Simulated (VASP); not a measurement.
Cu: single point with PBEsol

The system is Cu.

```
Cu
1.0
     0.00000    1.87077    1.82623
     1.87077    0.00000    1.82623
     1.87077    1.87077    0.00000
Cu
1
Direct
  0.00000 0.00000 0.00000
```

This cell differs from its parent crystal: strain +0.050 along x and y, +0.025 along z.

```
Program                : VASP 6.6.1
Task                   : single point
Functional             : PBEsol
Potentials or basis    : VASP PAW PBE potentials, release 64 (Cu)
Cutoff                 : 520 eV
k mesh                 : 28 × 28 × 28
Occupations            : gaussian, width 0.15 eV
Spin                   : no spin polarisation
Dipole correction      : no
Further INCAR settings : ALGO = Fast; EDIFF = 1e-06; NBANDS = 12
```

* Pressure: -14.4 GPa

Stress tensor (GPa, compression positive):
```
-14.70   0.00   0.00
  0.00 -14.70   0.00
  0.00   0.00 -13.70
```

Levels at points of the mesh, in eV from the Fermi level:
```tsv
k point	band 3	band 4	band 5	band 6	band 7	band 8	band 9	band 10
(0.00, 0.00, 0.00)	-2.84	-2.73	-2.12	-2.02	21.95	23.94	23.94	23.99
(0.50, 0.00, 0.00)	-2.77	-1.59	-1.54	-0.82	3.35	20.24	20.44	21.43
(0.50, 0.50, 0.00)	-1.58	-1.43	-1.43	1.84	6.96	12.07	12.07	16.46
(0.50, 0.00, 0.50)	-1.58	-1.48	-1.41	1.35	6.35	12.59	12.65	16.91
```

Wall time 3.2 min on 1 thread of Intel(R) Xeon(R) Platinum 8488C (Sapphire Rapids), on a shared host, peak memory 0.34 GiB.

Caveat: the cell differs from its parent crystal (strain +0.050 along x and y, +0.025 along z); the PAW data sets were made with another functional, which shifts forces and pressure a little.
